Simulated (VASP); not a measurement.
# Hg (P1) in VASP: single point with r2SCAN

Aim: the single point of Hg with r2SCAN.

Everything below comes from runs of VASP 6.6.1. Logs are shortened: lines on timing, memory, paths and dates and some standing lists are left out, and cuts for length are marked.

**1. The cell of the first run**

The typed cell holds 6 atoms: a = 5.636 Å, b = 5.578 Å, c = 5.359 Å, α = 90.00°, β = 118.37°, γ = 90.00°.

**2. Single point, r2SCAN**

POSCAR

```
Hg
1.0
    5.6351521648      0.0000000000      0.0992471502
    0.0000000000      5.5776418466      0.0000000000
   -2.6288452130      0.0000000000      4.6701544736
Hg
6
Direct
    0.0162738526      0.5112104862      0.5197390965
   -0.0018950147      0.0050957019     -0.0137990993
    0.3660852157      0.0002129932      0.6583966554
    0.6559138263      0.4980500858      0.8603048239
    0.6896240573      1.0058833382      0.3411522652
    0.3090502235      0.4966012656      0.1878581642
```

INCAR.step1

```
SYSTEM = Hg
  PREC = Accurate
  ENCUT = 520
  ISMEAR = -1
  SIGMA = 0.112
  LREAL = .False.
  LASPH = .True.
  NELM = 60
  NBANDS = 45
  GGA = PE
  ALGO = Normal
  EDIFF = 1E-4
  LWAVE = .True.
  LCHARG = .False.
```

INCAR.step2

```
SYSTEM = Hg
  PREC = Accurate
  ENCUT = 520
  EDIFF = 1E-7
  ISMEAR = -1
  SIGMA = 0.112
  LREAL = .False.
  LASPH = .True.
  NELM = 60
  ALGO = Normal
  ISIF = 2
  LWAVE = .False.
  LCHARG = .False.
  METAGGA = R2SCAN
  LMIXTAU = .True.
  NBANDS = 45
  ISTART = 1
```

KPOINTS

```
Automatic mesh
0
Gamma
  4 2 4
  0 0 0
```

Potentials or basis: VASP PAW PBE potentials, release 64 (Hg).

Run with:

```
$ cat potpaw_PBE.64/Hg/POTCAR > POTCAR
$ cp INCAR.step1 INCAR
$ mpirun -np 1 vasp_std > vasp.out
$ cp INCAR.step2 INCAR
$ mpirun -np 1 vasp_std > vasp.out
```

OUTCAR:

```text
SYSTEM = Hg
   PREC = Accurate
   ENCUT = 520
   EDIFF = 1E-7
   ISMEAR = -1
   LREAL = .False.
   LASPH = .True.
   NELM = 60
   ISIF = 2
   METAGGA = R2SCAN
   ISTART = 1

 ion  position               nearest neighbor table
   1  0.016  0.511  0.520-   6 2.95   4 3.13   6 3.15   4 3.18   5 3.20   3 3.24   5 3.25   4 3.31
                             3 3.34   6 3.51   2 3.75   2 3.80
   2  0.998  0.005  0.986-   5 3.04   5 3.13   3 3.14   6 3.16   3 3.19   6 3.24   4 3.24   3 3.29
                             4 3.31   5 3.43   1 3.75   1 3.80
   3  0.366  0.000  0.658-   5 3.03   2 3.14   4 3.14   4 3.16   2 3.19   5 3.22   1 3.24   2 3.29
                             1 3.34   5 3.36   6 3.65   6 3.69
   4  0.656  0.498  0.860-   1 3.13   3 3.14   3 3.16   1 3.18   6 3.18   6 3.19   6 3.24   2 3.24
                             2 3.31   1 3.31   5 3.71   5 3.77
   5  0.690  0.006  0.341-   3 3.03   2 3.04   2 3.13   1 3.20   3 3.22   1 3.25   6 3.33   3 3.36
                             6 3.42   2 3.43   4 3.71   4 3.77
   6  0.309  0.497  0.188-   1 2.95   1 3.15   2 3.16   4 3.18   4 3.19   2 3.24   4 3.24   5 3.33
                             5 3.42   1 3.51   3 3.65   3 3.69

  LATTYP: Found a simple monoclinic cell.
 ALAT       =     5.3592135581
 B/A-ratio  =     1.0407575265
 C/A-ratio  =     1.0516517048
 COS(beta)  =    -0.4751068139

  Lattice vectors:

 A1 = (  -2.6288452130,   0.0000000000,   4.6701544736)
 A2 = (   0.0000000000,  -5.5776418466,   0.0000000000)
 A3 = (   5.6351521648,   0.0000000000,   0.0992471502)

Analysis of symmetry for initial positions (statically):
=====================================================================
 Subroutine PRICEL returns:
 Original cell was already a primitive cell.

 Routine SETGRP: Setting up the symmetry group for a
 simple monoclinic supercell.

 Subroutine GETGRP returns: Found  1 space group operations
 (whereof  1 operations were pure point group operations)
 out of a pool of  4 trial point group operations.

The static configuration has the point symmetry C_1 .

Analysis of symmetry for dynamics (positions and initial velocities):
=====================================================================
 Subroutine PRICEL returns:
 Original cell was already a primitive cell.

 Routine SETGRP: Setting up the symmetry group for a
 simple monoclinic supercell.

 Subroutine GETGRP returns: Found  1 space group operations
 (whereof  1 operations were pure point group operations)
 out of a pool of  4 trial point group operations.

The dynamic configuration has the point symmetry C_1 .

 Subroutine INISYM returns: Found  1 space group operations
 (whereof  1 operations are pure point group operations),
 and found     1 'primitive' translations

----------------------------------------------------------------------------------------

                                     Primitive cell

  volume of cell :     148.2422

  direct lattice vectors                    reciprocal lattice vectors
     5.635152165  0.000000000  0.099247150     0.175715465  0.000000000  0.098910810
     0.000000000  5.577641847  0.000000000     0.000000000  0.179287238  0.000000000
    -2.628845213  0.000000000  4.670154474    -0.003734193  0.000000000  0.212023690

  length of vectors
     5.636026075  5.577641847  5.359213558     0.201641446  0.179287238  0.212056571

  position of ions in fractional coordinates (direct lattice)
     0.016273853  0.511210486  0.519739096
     0.998104985  0.005095702  0.986200901
     0.366085216  0.000212993  0.658396655
     0.655913826  0.498050086  0.860304824
     0.689624057  0.005883338  0.341152265
     0.309050224  0.496601266  0.187858164

  ion indices of the primitive-cell ions
   primitive index   ion index
                 1           1
                 2           2
                 3           3
                 4           4
                 5           5
                 6           6

----------------------------------------------------------------------------------------

 KPOINTS: Automatic mesh

Automatic generation of k-mesh.
 Grid dimensions read from file:
 generate k-points for:    4    2    4

 Generating k-lattice:

  Cartesian coordinates                     Fractional coordinates (reciprocal lattice)
     0.043928866  0.000000000  0.024727702     0.250000000  0.000000000  0.000000000
     0.000000000  0.089643619  0.000000000     0.000000000  0.500000000  0.000000000
    -0.000933548  0.000000000  0.053005922     0.000000000  0.000000000  0.250000000

  Length of vectors
     0.050410362  0.089643619  0.053014143

  Shift w.r.t. Gamma in fractional coordinates (k-lattice)
     0.000000000  0.000000000  0.000000000

 Subroutine IBZKPT returns following result:
 ===========================================

 Found     20 irreducible k-points:

 Following reciprocal coordinates:
            Coordinates               Weight
  0.000000  0.000000  0.000000      1.000000
  0.250000  0.000000 -0.000000      2.000000
  0.500000  0.000000 -0.000000      1.000000
  0.000000  0.500000  0.000000      1.000000
  0.250000  0.500000 -0.000000      2.000000
  0.500000  0.500000 -0.000000      1.000000
[... 12 lines left out ...]
  0.250000  0.500000  0.500000      2.000000
  0.500000  0.500000  0.500000      1.000000
   k-points           NKPTS =     20   k-points in BZ     NKDIM =     20   number of bands    NBANDS=     45
   number of dos      NEDOS =    301   number of ions     NIONS =      6
   total plane-waves  NPLWV =  70560
   dimension x,y,z NGX =    42 NGY =   42 NGZ =   40
   dimension x,y,z NGXF=    84 NGYF=   84 NGZF=   80
   ions per type =               6
   NGX,Y,Z   is equivalent  to a cutoff of  12.39, 12.52, 12.41 a.u.
   NGXF,Y,Z  is equivalent  to a cutoff of  24.78, 25.04, 24.82 a.u.
 SYSTEM =  Hg
   PREC   = accura    normal or accurate (medium, high low for compatibility)
   ISTART =      1    job   : 0-new  1-cont  2-samecut
   ICHARG =      0    charge: 1-file 2-atom 10-const
   ISPIN  =      1    spin polarized calculation?
   LNONCOLLINEAR =      F non collinear calculations
   LSORBIT =      F    spin-orbit coupling
   LASPH  =      T    aspherical Exc in radial PAW
   ENCUT  =  520.0 eV  38.22 Ry    6.18 a.u.  10.48 10.37  9.96*2*pi/ulx,y,z
   NELM   =     60;   NELMIN=  2; NELMDL=  0     # of ELM steps
   EDIFF  = 0.1E-06   stopping-criterion for ELM
   LREAL  =      F    real-space projection
   EDIFFG = 0.1E-05   stopping-criterion for IOM
   NSW    =      0    number of steps for IOM
   IBRION =     -1    ionic relax: 0-MD 1-quasi-New 2-CG
   NFREE  =      0    steps in history (QN), initial steepest desc. (CG)
   ISIF   =      2    stress and relaxation
   ISYM   =      2    0-nonsym 1-usesym 2-fastsym
   POTIM  = 0.5000    time-step for ionic-motion
   TEBEG  =    0.0;   TEEND  =   0.0 temperature during run
   PSTRESS=    0.0 pullay stress
   NELECT =      72.0000    total number of electrons
   NUPDOWN=      -1.0000    fix difference up-down
   EMIN   =  10.00;   EMAX   =-10.00  energy-range for DOS
   EFERMI =   0.00;   METHOD = LEGACY
   ISMEAR =    -1;   SIGMA  =   0.11  broadening in eV -4-tet -1-fermi 0-gaus
   EFERMI_NEDOS =   21; number of points for ismear=-14 and -15
   IALGO  =     38    algorithm
   IMIX   =      4    mixing-type and parameters
     AMIX     =   0.40;   BMIX     =  1.00
     AMIX_MAG =   1.60;   BMIX_MAG =  1.00
  volume/ion in A,a.u.               =      24.71       166.73
  Fermi-wavevector in a.u.,A,eV,Ry     =   1.286851  2.431796 22.531061  1.655986
  Thomas-Fermi vector in A             =   2.418901
   LORBIT       =      0    0 simple, 1 ext, 2 COOP (PROOUT), +10 PAW based schemes
   METAGGA = R2SCAN    functional components
   LHFCALC =     F    Hartree Fock is set to
   AEXX    =    0.0000 exact exchange contribution
   IVDW    =     0    specifies the selected vdW correction
   LEPSILON=     F    determine dielectric tensor
   LRPA    =     F    only Hartree local field effects (RPA)
 non-spin polarized calculation
  energy-cutoff  :      520.00
  volume of cell :      148.24
 maximum number of plane-waves:      4015
 NGX is ok and might be reduce to    42
   NGX = 21   NGY = 21   NGZ = 19

 number of electron      72.0000002 magnetization

 Free energy of the ion-electron system (eV)
  ---------------------------------------------------
  ext. energy  EPLUGINS =         0.00000000
  ---------------------------------------------------
  free energy    TOTEN  =      -295.68597441 eV

  energy without entropy =     -295.61359880  energy(sigma->0) =     -295.64978660

 E-fermi :   1.9791     XC(G=0): -11.1857

 val. band max:        1.9167069844   @ k =   0.0000   0.5000   0.0000
 cond. band min:       1.9916491676   @ k =   0.0000   0.5000   0.0000
 fundamental gap:      0.0749421832
 Fermi energy:         1.9790630771

 k-point     1 :       0.0000    0.0000    0.0000
  band No.  band energies     occupation
      1      -6.6628      2.00000
      2      -5.9769      2.00000
      3      -5.3824      2.00000
      4      -5.3537      2.00000
      5      -5.3082      2.00000
      6      -5.2192      2.00000
[... 37 lines left out ...]
     44       7.8837      0.00000
     45       8.0069      0.00000

 k-point     2 :       0.2500    0.0000   -0.0000
  band No.  band energies     occupation
      1      -6.2162      2.00000
      2      -5.7558      2.00000
      3      -5.5964      2.00000
      4      -5.5745      2.00000
      5      -5.5382      2.00000
      6      -5.3091      2.00000
[... 37 lines left out ...]
     44       7.6345      0.00000
     45       9.0314      0.00000

 k-point     3 :       0.5000    0.0000   -0.0000
  band No.  band energies     occupation
      1      -5.8667      2.00000
      2      -5.8442      2.00000
      3      -5.7014      2.00000
      4      -5.4363      2.00000
      5      -5.3576      2.00000
      6      -5.3060      2.00000
[... 805 lines left out ...]
     44      10.2063      0.00000
     45      10.5008      0.00000

 k-point    20 :       0.5000    0.5000    0.5000
  band No.  band energies     occupation
      1      -5.8762      2.00000
      2      -5.8564      2.00000
      3      -5.6403      2.00000
      4      -5.6297      2.00000
      5      -5.3785      2.00000
      6      -5.3581      2.00000
[... 37 lines left out ...]
     44       9.6435      0.00000
     45      10.0185      0.00000

------------------------ aborting loop because EDIFF is reached ----------------------------------------

  FORCE on cell =-STRESS in cart. coord.  units (eV):
  Direction    XX          YY          ZZ          XY          YZ          ZX
  --------------------------------------------------------------------------------------
  -------------------------------------------------------------------------------------
  Total        3.0083694      3.0368589      2.1658602     -0.0215844      0.0134776      0.5782669
  in kB       32.5139598     32.8218697     23.4082588     -0.2332801      0.1456632      6.2498134
  external PRESSURE =      29.5813628 kB  Pullay stress =       0.0000000 kB

 VOLUME and BASIS-vectors are now :
 -----------------------------------------------------------------------------
  energy-cutoff  :      520.00
  volume of cell :      148.24
      direct lattice vectors                 reciprocal lattice vectors
     5.635152165  0.000000000  0.099247150     0.175715465  0.000000000  0.098910810
     0.000000000  5.577641847  0.000000000     0.000000000  0.179287238  0.000000000
    -2.628845213  0.000000000  4.670154474    -0.003734193  0.000000000  0.212023690

 POSITION                                       TOTAL-FORCE (eV/Angst)
 -----------------------------------------------------------------------------------
     -1.27461      2.85135      2.42888        -0.425965     -0.034691      0.064970
      3.03190      0.02842      4.70477         0.261369     -0.071786      0.161913
      0.33212      0.00119      3.11115        -0.282505      0.011235      0.025056
      1.43457      2.77795      4.08285         0.047303      0.037351      0.017251
      2.98930      0.03282      1.66168         0.050517      0.004353     -0.151912
      1.24770      2.76986      0.90800         0.349281      0.053537     -0.117278
 -----------------------------------------------------------------------------------
    total drift:                               -0.000090      0.000235     -0.000591

  FREE ENERGIE OF THE ION-ELECTRON SYSTEM (eV)
  ---------------------------------------------------
  free  energy   TOTEN  =      -295.6859744096 eV

  energy  without entropy=     -295.6135987973  energy(sigma->0) =     -295.64978660
```

Run time: 4.3 min. Hardware: 1 thread of Intel Xeon Platinum 8488C (Sapphire Rapids), shared host; peak memory 0.3 GiB.

Results:

| Item | Value |
| --- | --- |
| Free energy | -295.6860 eV |
| Pressure | 3.0 GPa |
| Largest force | 0.432 eV/Å |
| Band gap on the k mesh | zero (bands 36 and 37 overlap by 0.75 eV) |

Forces on the atoms (eV/Å):
```
Hg  -0.426 -0.035  0.065
Hg   0.261 -0.072  0.162
Hg  -0.283  0.011  0.025
Hg   0.047  0.037  0.017
Hg   0.051  0.004 -0.152
Hg   0.349  0.054 -0.117
```

Levels at points of the mesh, in eV from the Fermi level:
| k point | band 33 | band 34 | band 35 | band 36 | band 37 | band 38 | band 39 | band 40 |
| --- | --- | --- | --- | --- | --- | --- | --- | --- |
| (0.00, 0.00, 0.00) | -1.27 | -0.97 | -0.79 | -0.64 | -0.43 | 1.81 | 1.93 | 4.90 |
| (0.50, 0.00, 0.00) | -1.49 | -1.46 | -1.35 | -0.89 | 1.55 | 1.58 | 2.70 | 3.11 |
| (0.00, 0.50, 0.00) | -0.10 | -0.06 | 0.01 | 0.04 | 1.98 | 2.05 | 2.44 | 2.50 |
| (0.50, 0.50, 0.00) | -4.34 | -4.30 | -0.69 | -0.66 | 0.79 | 0.83 | 5.79 | 5.81 |
| (0.00, 0.00, 0.50) | -2.06 | -1.95 | -1.06 | -0.96 | 1.46 | 1.59 | 2.57 | 2.72 |
| (0.50, 0.00, 0.50) | -2.06 | -1.96 | -1.09 | -0.91 | 1.28 | 1.75 | 2.59 | 2.69 |
| (0.00, 0.50, 0.50) | -4.46 | -4.33 | -0.80 | -0.78 | -0.28 | -0.24 | 6.36 | 6.40 |
| (0.50, 0.50, 0.50) | -4.27 | -4.21 | -0.64 | -0.63 | -0.47 | -0.46 | 6.36 | 6.37 |

Caveat: the k points lie up to 0.56 Å⁻¹ apart, too coarse for converged energies and pressures of a metal; the atoms stand as in a frame of molecular dynamics; the PAW data sets were made with another functional, which shifts forces and pressure a little; spin-orbit coupling is left out, which moves the levels of the heavy elements.

The gap in the log of VASP goes by the Fermi energy; the results here count the filled bands.